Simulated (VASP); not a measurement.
Here is a VASP 6.6.1 calculation.

The input INCAR:

```
  ALGO = Normal
  DIPOL = 0.5 0.5 0.500
  EDIFF = 1E-6
  ENCUT = 520
  GGA = PS
  IDIPOL = 3
  ISIF = 2
  ISMEAR = 0
  LASPH = T
  LCHARG = F
  LDIPOL = T
  LREAL = Auto
  LWAVE = F
  NBANDS = 82
  NELM = 60
  PREC = Accurate
  SIGMA = 0.05
```

Contents of KPOINTS:

```
k-points
0
Gamma
  5 5 1
```

File POSCAR:

```
SiO2
1.0
    5.1230512090      0.0000000000      0.0000000000
    0.1908146745      5.1194964059      0.0000000000
    0.0000000000      0.0000000000     28.5636664587
O Si
16 8
Direct
    0.7960056301      0.9539943699      0.2625713338
    0.4539943699      0.2960056301      0.3018913308
    0.4539943699      0.7960056301      0.3247909531
    0.7960056301      0.4539943699      0.3641109501
    0.2960056301      0.4539943699      0.3870105725
    0.9539943699      0.7960056301      0.4263305695
    0.9539943699      0.2960056301      0.4492301918
    0.2960056301      0.9539943699      0.4885501888
    0.7960056301      0.9539943699      0.5114498112
    0.4539943699      0.2960056301      0.5507698082
    0.4539943699      0.7960056301      0.5736694305
    0.7960056301      0.4539943699      0.6129894275
    0.2960056301      0.4539943699      0.6358890499
    0.9539943699      0.7960056301      0.6752090469
    0.9539943699      0.2960056301      0.6981086692
    0.2960056301      0.9539943699      0.7374286662
    0.5000000000      0.0000000000      0.2822313323
    0.5000000000      0.5000000000      0.3444509516
    0.0000000000      0.5000000000      0.4066705710
    0.0000000000      0.0000000000      0.4688901903
    0.5000000000      0.0000000000      0.5311098097
    0.5000000000      0.5000000000      0.5933294290
    0.0000000000      0.5000000000      0.6555490484
    0.0000000000      0.0000000000      0.7177686677
```

Potentials or basis: VASP PAW PBE potentials, release 64 (O, Si).

Command:

```bash
$ cat potpaw_PBE.64/O/POTCAR potpaw_PBE.64/Si/POTCAR > POTCAR
$ mpirun -np 1 vasp_std > vasp.out
```

(1) Predict the largest force.

(2) Estimate the band gap on the k mesh.

Results:

(1) 5.554 eV/Å.

(2) 1.18 eV (least direct gap 1.21 eV).

Caveat: the PAW data sets were made with another functional, which shifts forces and pressure a little.
